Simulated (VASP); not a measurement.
# Sb (I4/mmm) in VASP: further runs

Runs on Sb. Level: r2SCAN. Tasks: single point.

Program: VASP 6.6.1. These are calculated values, not measurements. Logs are shortened: lines on timing, memory, paths and dates and some standing lists are left out, and cuts for length are marked.

## Step 1: The cell of the first run

The structure is tetragonal, space group I4/mmm (No. 139). The conventional cell has a = 3.153 Å, b = 3.153 Å, c = 5.424 Å, α = 90.00°, β = 90.00°, γ = 90.00°. Sb (site symmetry 4/mmm) has 12 Sb at 3.15 to 3.51 Å within 4.1 Å.

## Step 2: Single point, r2SCAN

Contents of POSCAR:

```
Sb
1.0
   -1.5765401800      1.5765401800      2.7119384300
    1.5765401800     -1.5765401800      2.7119384300
    1.5765401800      1.5765401800     -2.7119384300
Sb
1
Direct
    0.0000000000      0.0000000000      0.0000000000
```

Contents of INCAR.step1:

```
SYSTEM = Sb
ALGO = Normal ; EDIFF = 1E-4
ENCUT = 520 ; GGA = PE
ISMEAR = -1 ; LASPH = .TRUE.
LCHARG = .FALSE. ; LREAL = .FALSE.
LWAVE = .TRUE. ; NBANDS = 8
NELM = 60 ; PREC = Accurate
SIGMA = 0.01
```

Contents of INCAR.step2:

```
SYSTEM = Sb
ALGO = Normal ; EDIFF = 1E-6
ENCUT = 520 ; ISIF = 2
ISMEAR = -1 ; ISTART = 1
LASPH = .TRUE. ; LCHARG = .FALSE.
LMIXTAU = .TRUE. ; LREAL = .FALSE.
LWAVE = .FALSE. ; METAGGA = R2SCAN
NBANDS = 8 ; NELM = 60
PREC = Accurate ; SIGMA = 0.01
```

Contents of KPOINTS:

```
k-points
0
G
  6 6 6
  0 0 0
```

Potentials or basis: VASP PAW PBE potentials, release 64 (Sb).

Run with:

```bash
$ cat potpaw_PBE.64/Sb/POTCAR > POTCAR
$ cp INCAR.step1 INCAR
$ mpirun -np 1 vasp_std > vasp.out
$ cp INCAR.step2 INCAR
$ mpirun -np 1 vasp_std > vasp.out
```

OUTCAR:

```text
SYSTEM = Sb
   EDIFF = 1E-6
   ENCUT = 520
   ISIF = 2
   ISMEAR = -1
   ISTART = 1
   LASPH = .TRUE.
   LREAL = .FALSE.
   METAGGA = R2SCAN
   NELM = 60
   PREC = Accurate

 ion  position               nearest neighbor table
   1  0.000  0.000  0.000-

  LATTYP: Found a body centered tetragonal cell.
 ALAT       =     3.1530803600
 C/A-ratio  =     1.7201835160

  Lattice vectors:

 A1 = (  -1.5765401800,   1.5765401800,   2.7119384300)
 A2 = (   1.5765401800,  -1.5765401800,   2.7119384300)
 A3 = (   1.5765401800,   1.5765401800,  -2.7119384300)

Analysis of symmetry for initial positions (statically):
=====================================================================
 Subroutine PRICEL returns:
 Original cell was already a primitive cell.

 Routine SETGRP: Setting up the symmetry group for a
 body centered tetragonal supercell.

 Subroutine GETGRP returns: Found 16 space group operations
 (whereof 16 operations were pure point group operations)
 out of a pool of 16 trial point group operations.

The static configuration has the point symmetry D_4h.

Analysis of symmetry for dynamics (positions and initial velocities):
=====================================================================
 Subroutine PRICEL returns:
 Original cell was already a primitive cell.

 Routine SETGRP: Setting up the symmetry group for a
 body centered tetragonal supercell.

 Subroutine GETGRP returns: Found 16 space group operations
 (whereof 16 operations were pure point group operations)
 out of a pool of 16 trial point group operations.

The dynamic configuration has the point symmetry D_4h.

 Subroutine INISYM returns: Found 16 space group operations
 (whereof 16 operations are pure point group operations),
 and found     1 'primitive' translations

----------------------------------------------------------------------------------------

                                     Primitive cell

  volume of cell :      26.9619

  direct lattice vectors                    reciprocal lattice vectors
    -1.576540180  1.576540180  2.711938430     0.000000000  0.317150179  0.184369967
     1.576540180 -1.576540180  2.711938430     0.317150179  0.000000000  0.184369967
     1.576540180  1.576540180 -2.711938430     0.317150179  0.317150179  0.000000000

  length of vectors
     3.510778820  3.510778820  3.510778820     0.366846727  0.366846727  0.448518084

  position of ions in fractional coordinates (direct lattice)
     0.000000000  0.000000000  0.000000000

  ion indices of the primitive-cell ions
   primitive index   ion index
                 1           1

----------------------------------------------------------------------------------------

 KPOINTS: k-points

Automatic generation of k-mesh.
 Grid dimensions read from file:
 generate k-points for:    6    6    6

 Generating k-lattice:

  Cartesian coordinates                     Fractional coordinates (reciprocal lattice)
     0.000000000  0.052858363  0.030728328     0.166666667 -0.000000000  0.000000000
     0.052858363  0.000000000  0.030728328    -0.000000000  0.166666667  0.000000000
     0.052858363  0.052858363  0.000000000     0.000000000  0.000000000  0.166666667

  Length of vectors
     0.061141121  0.061141121  0.074753014

  Shift w.r.t. Gamma in fractional coordinates (k-lattice)
     0.000000000  0.000000000  0.000000000

 Subroutine IBZKPT returns following result:
 ===========================================

 Found     30 irreducible k-points:

 Following reciprocal coordinates:
            Coordinates               Weight
  0.000000  0.000000  0.000000      1.000000
  0.166667  0.000000 -0.000000      8.000000
  0.333333 -0.000000  0.000000      8.000000
  0.500000  0.000000 -0.000000      4.000000
  0.166667  0.166667  0.000000      8.000000
  0.333333  0.166667  0.000000     16.000000
[... 16 lines left out ...]
 -0.333333 -0.333333  0.166667      8.000000
 -0.166667 -0.333333  0.166667      8.000000
 [... further k-points ...]
   k-points           NKPTS =     30   k-points in BZ     NKDIM =     30   number of bands    NBANDS=      8
   number of dos      NEDOS =    301   number of ions     NIONS =      1
   total plane-waves  NPLWV =  21952
   dimension x,y,z NGX =    28 NGY =   28 NGZ =   28
   dimension x,y,z NGXF=    56 NGYF=   56 NGZF=   56
   ions per type =               1
   NGX,Y,Z   is equivalent  to a cutoff of  13.26, 13.26, 13.26 a.u.
   NGXF,Y,Z  is equivalent  to a cutoff of  26.52, 26.52, 26.52 a.u.
 SYSTEM =  Sb
   PREC   = accura    normal or accurate (medium, high low for compatibility)
   ISTART =      1    job   : 0-new  1-cont  2-samecut
   ICHARG =      0    charge: 1-file 2-atom 10-const
   ISPIN  =      1    spin polarized calculation?
   LNONCOLLINEAR =      F non collinear calculations
   LSORBIT =      F    spin-orbit coupling
   LASPH  =      T    aspherical Exc in radial PAW
   ENCUT  =  520.0 eV  38.22 Ry    6.18 a.u.   6.53  6.53  6.53*2*pi/ulx,y,z
   NELM   =     60;   NELMIN=  2; NELMDL=  0     # of ELM steps
   EDIFF  = 0.1E-05   stopping-criterion for ELM
   LREAL  =      F    real-space projection
   EDIFFG = 0.1E-04   stopping-criterion for IOM
   NSW    =      0    number of steps for IOM
   IBRION =     -1    ionic relax: 0-MD 1-quasi-New 2-CG
   NFREE  =      0    steps in history (QN), initial steepest desc. (CG)
   ISIF   =      2    stress and relaxation
   ISYM   =      2    0-nonsym 1-usesym 2-fastsym
   POTIM  = 0.5000    time-step for ionic-motion
   TEBEG  =    0.0;   TEEND  =   0.0 temperature during run
   PSTRESS=    0.0 pullay stress
   NELECT =       5.0000    total number of electrons
   NUPDOWN=      -1.0000    fix difference up-down
   EMIN   =  10.00;   EMAX   =-10.00  energy-range for DOS
   EFERMI =   0.00;   METHOD = LEGACY
   ISMEAR =    -1;   SIGMA  =   0.01  broadening in eV -4-tet -1-fermi 0-gaus
   EFERMI_NEDOS =   21; number of points for ismear=-14 and -15
   IALGO  =     38    algorithm
   IMIX   =      4    mixing-type and parameters
     AMIX     =   0.40;   BMIX     =  1.00
     AMIX_MAG =   1.60;   BMIX_MAG =  1.00
  volume/ion in A,a.u.               =      26.96       181.95
  Fermi-wavevector in a.u.,A,eV,Ry     =   0.933573  1.764197 11.858269  0.871558
  Thomas-Fermi vector in A             =   2.060288
   LORBIT       =      0    0 simple, 1 ext, 2 COOP (PROOUT), +10 PAW based schemes
   METAGGA = R2SCAN    functional components
   LHFCALC =     F    Hartree Fock is set to
   AEXX    =    0.0000 exact exchange contribution
   IVDW    =     0    specifies the selected vdW correction
   LEPSILON=     F    determine dielectric tensor
   LRPA    =     F    only Hartree local field effects (RPA)
 non-spin polarized calculation
  energy-cutoff  :      520.00
  volume of cell :       26.96
 maximum number of plane-waves:       748
 NGX is ok and might be reduce to    28
   NGX = 13   NGY = 13   NGZ = 13

 number of electron       5.0000000 magnetization

 Free energy of the ion-electron system (eV)
  ---------------------------------------------------
  ext. energy  EPLUGINS =         0.00000000
  ---------------------------------------------------
  free energy    TOTEN  =       -25.32473454 eV

  energy without entropy =      -25.32438819  energy(sigma->0) =      -25.32456136

 E-fermi :   8.7867     XC(G=0): -10.7860

 val. band max:        8.3351121439   @ k =  -0.3333   0.3333   0.0000
 cond. band min:       8.8137362892   @ k =   0.5000   0.3333   0.0000
 fundamental gap:      0.4786241453
 Fermi energy:         8.7866557871

 k-point     1 :       0.0000    0.0000    0.0000
  band No.  band energies     occupation
      1      -5.1282      2.00000
      2      13.3202      0.00000
      3      14.2134      0.00000
      4      14.2134      0.00000
      5      18.1948      0.00000
      6      19.6805      0.00000
      7      19.7331      0.00000
      8      19.7331      0.00000

 k-point     2 :       0.1667    0.0000   -0.0000
  band No.  band energies     occupation
      1      -4.5398      2.00000
      2      10.2898      0.00000
      3      12.3759      0.00000
      4      14.1129      0.00000
      5      17.0137      0.00000
      6      18.5537      0.00000
      7      20.5910      0.00000
      8      20.6131      0.00000

 k-point     3 :       0.3333   -0.0000    0.0000
  band No.  band energies     occupation
      1      -2.8351      2.00000
      2       5.3052      2.00000
      3      10.8668      0.00000
      4      14.0818      0.00000
      5      15.5035      0.00000
      6      18.5514      0.00000
      7      20.5888      0.00000
      8      21.4177      0.00000

 k-point     4 :       0.5000    0.0000   -0.0000
  band No.  band energies     occupation
      1      -1.0442      2.00000
      2       2.3375      2.00000
      3      10.2846      0.00000
      4      14.1479      0.00000
      5      15.0137      0.00000
      6      19.2168      0.00000
      7      19.7291      0.00000
      8      19.8128      0.00000

 k-point     5 :       0.1667    0.1667    0.0000
  band No.  band energies     occupation
      1      -3.6706      2.00000
      2       8.9954      0.00000
      3       9.8155      0.00000
      4      11.9507      0.00000
      5      17.6448      0.00000
      6      18.3822      0.00000
      7      20.4490      0.00000
      8      20.7594      0.00000
[... 177 lines left out ...]
 k-point    22 :      -0.1667    0.5000    0.1667
  band No.  band energies     occupation
      1      -1.3795      2.00000
      2       3.7380      2.00000
      3       7.5179      2.00000
      4      12.8699      0.00000
      5      16.7047      0.00000
      6      19.0923      0.00000
      7      21.7383      0.00000
      8      22.9895      0.00000

 k-point    23 :      -0.3333   -0.3333    0.1667
  band No.  band energies     occupation
      1      -2.0570      2.00000
      2       5.7387      2.00000
      3       8.1955      2.00000
      4       9.1238      0.00000
      5      19.0368      0.00000
      6      19.3685      0.00000
      7      21.7203      0.00000
      8      22.7981      0.00000

 k-point    24 :      -0.1667   -0.3333    0.1667
  band No.  band energies     occupation
      1      -3.4036      2.00000
      2       7.3146      2.00000
      3       9.4046      0.00000
      4      12.4063      0.00000
      5      16.3591      0.00000
      6      19.0435      0.00000
      7      21.0297      0.00000
      8      23.2606      0.00000

 [... further k-points ...]
[... 5 lines left out ...]
  --------------------------------------------------------------------------------------
  -------------------------------------------------------------------------------------
  Total        0.2913990      0.2913990     -0.1504847      0.0000000      0.0000000      0.0000000
  in kB       17.3160443     17.3160443     -8.9423755      0.0000000      0.0000000      0.0000000
  external PRESSURE =       8.5632377 kB  Pullay stress =       0.0000000 kB

 VOLUME and BASIS-vectors are now :
 -----------------------------------------------------------------------------
  energy-cutoff  :      520.00
  volume of cell :       26.96
      direct lattice vectors                 reciprocal lattice vectors
    -1.576540180  1.576540180  2.711938430     0.000000000  0.317150179  0.184369967
     1.576540180 -1.576540180  2.711938430     0.317150179  0.000000000  0.184369967
     1.576540180  1.576540180 -2.711938430     0.317150179  0.317150179  0.000000000

 POSITION                                       TOTAL-FORCE (eV/Angst)
 -----------------------------------------------------------------------------------
      0.00000      0.00000      0.00000         0.000000     -0.000000     -0.000000
 -----------------------------------------------------------------------------------
    total drift:                               -0.000000      0.000000      0.000000

  FREE ENERGIE OF THE ION-ELECTRON SYSTEM (eV)
  ---------------------------------------------------
  free  energy   TOTEN  =       -25.3247345437 eV

  energy  without entropy=      -25.3243881856  energy(sigma->0) =      -25.32456136
```

Run time: 18 s. Hardware: 1 thread of Intel Xeon Platinum 8559C (Emerald Rapids), shared host; peak memory 0.16 GiB.

Results:

```
Free energy : -25.3247 eV
Pressure    : 0.9 GPa
```

Levels at points of the mesh, in eV from the Fermi level:
```tsv
k point	band 1	band 2	band 3	band 4	band 5	band 6
(0.00, 0.00, 0.00)	-13.91	4.53	5.43	5.43	9.41	10.89
(0.50, 0.00, 0.00)	-9.83	-6.45	1.50	5.36	6.23	10.43
(0.50, 0.50, 0.00)	-7.11	-5.04	-1.48	0.29	3.60	4.29
(0.50, 0.50, 0.50)	-9.97	-6.34	1.89	1.89	5.82	6.41
```

Caveat: the k points lie up to 0.47 Å⁻¹ apart; the PAW data sets were made with another functional, which shifts forces and pressure a little; spin-orbit coupling is left out, which moves the levels of the heavy elements.

## Step 3: Single point, r2SCAN

POSCAR is that of step 2.

Contents of INCAR.step1:

```
ALGO = Normal ; EDIFF = 1E-4
ENCUT = 520 ; GGA = PE
ISMEAR = -1 ; LASPH = T
LCHARG = F ; LREAL = F
LWAVE = T ; NBANDS = 8
NELM = 80 ; PREC = Accurate
SIGMA = 0.01
```

Contents of INCAR.step2:

```
ALGO = Normal ; EDIFF = 1E-7
ENCUT = 520 ; ISIF = 2
ISMEAR = -1 ; ISTART = 1
LASPH = T ; LCHARG = F
LMIXTAU = T ; LREAL = F
LWAVE = F ; METAGGA = R2SCAN
NBANDS = 8 ; NELM = 80
PREC = Accurate ; SIGMA = 0.01
```

Contents of KPOINTS:

```
k-points
0
Gamma
  8 8 8
```

Potentials or basis: VASP PAW PBE potentials, release 64 (Sb).

Run with:

```bash
$ cat potpaw_PBE.64/Sb/POTCAR > POTCAR
$ cp INCAR.step1 INCAR
$ mpirun -np 1 vasp_std > vasp.out
$ cp INCAR.step2 INCAR
$ mpirun -np 1 vasp_std > vasp.out
```

Wall time 30 s (1 thread of Intel Xeon Platinum 8559C (Emerald Rapids), shared host); peak memory 0.16 GiB.

The run converged. Its results:

| Property | Result |
| --- | --- |
| Free energy | -25.2579 eV |
| Pressure | 0.9 GPa |

Stress tensor (GPa, compression positive):
```
0.25 0.00 0.00
0.00 0.25 0.00
0.00 0.00 2.21
```

Levels at points of the mesh, in eV from the Fermi level:
```
           k point  band 1  band 2  band 3  band 4  band 5  band 6  band 7
(0.00, 0.00, 0.00)  -13.77    4.70    5.56    5.56    9.53   11.04   11.11
(0.50, 0.00, 0.00)   -9.69   -6.31    1.65    5.50    6.38   10.57   11.09
(0.50, 0.50, 0.00)   -6.97   -4.90   -1.36    0.46    3.73    4.45   16.26
(0.50, 0.50, 0.50)   -9.84   -6.17    2.04    2.04    5.96    6.55   18.79
```

Caveat: the PAW data sets were made with another functional, which shifts forces and pressure a little; spin-orbit coupling is left out, which moves the levels of the heavy elements.

## Step 4: Single point, r2SCAN

POSCAR is that of step 3.

Contents of INCAR.step1:

```
PREC     = Accurate       # precision mode
ENCUT    = 520            # plane-wave cutoff, eV
ISMEAR   = -1             # smearing method
SIGMA    = 0.01           # smearing width, eV
LREAL    = F              # projectors in reciprocal space
LASPH    = T              # aspherical terms in the spheres
NELM     = 80             # most SCF steps
NBANDS   = 8              # bands
GGA      = PE             # functional
ALGO     = Normal         # electronic algorithm
EDIFF    = 1E-4           # SCF threshold, eV
LWAVE    = T              # write WAVECAR
LCHARG   = F              # write CHGCAR
```

Contents of INCAR.step2:

```
PREC     = Accurate       # precision mode
ENCUT    = 520            # plane-wave cutoff, eV
EDIFF    = 1E-7           # SCF threshold, eV
ISMEAR   = -1             # smearing method
SIGMA    = 0.01           # smearing width, eV
LREAL    = F              # projectors in reciprocal space
LASPH    = T              # aspherical terms in the spheres
NELM     = 80             # most SCF steps
ALGO     = Normal         # electronic algorithm
ISIF     = 2              # what is computed and relaxed
LWAVE    = F              # write WAVECAR
LCHARG   = F              # write CHGCAR
METAGGA  = R2SCAN         # meta-GGA
LMIXTAU  = T            
NBANDS   = 8              # bands
ISTART   = 1
```

Contents of KPOINTS:

```
Automatic mesh
0
Gamma
  10 10 10
```

Run with:

```bash
$ cat potpaw_PBE.64/Sb/POTCAR > POTCAR
$ cp INCAR.step1 INCAR
$ mpirun -np 1 vasp_std > vasp.out
$ cp INCAR.step2 INCAR
$ mpirun -np 1 vasp_std > vasp.out
```

Wall time 56 s (1 thread of Intel Xeon Platinum 8559C (Emerald Rapids), shared host); peak memory 0.18 GiB.

The run converged. Its results:

| Item | Value |
| --- | --- |
| Free energy | -25.2772 eV |
| Pressure | 1.3 GPa |

Stress tensor (GPa, compression positive):
```
0.88 0.00 0.00
0.00 0.88 0.00
0.00 0.00 2.08
```

Levels at points of the mesh, in eV from the Fermi level:
```csv
k point,band 1,band 2,band 3,band 4,band 5
"(0.00, 0.00, 0.00)",-13.64,4.81,5.70,5.70,9.68
"(0.50, 0.00, 0.00)",-9.56,-6.17,1.77,5.64,6.51
"(0.50, 0.50, 0.00)",-6.84,-4.77,-1.22,0.57,3.87
"(0.50, 0.50, 0.50)",-9.70,-6.06,2.17,2.17,6.09
```

Caveat: the PAW data sets were made with another functional, which shifts forces and pressure a little; spin-orbit coupling is left out, which moves the levels of the heavy elements.

(Continued in part 2 of 2.)
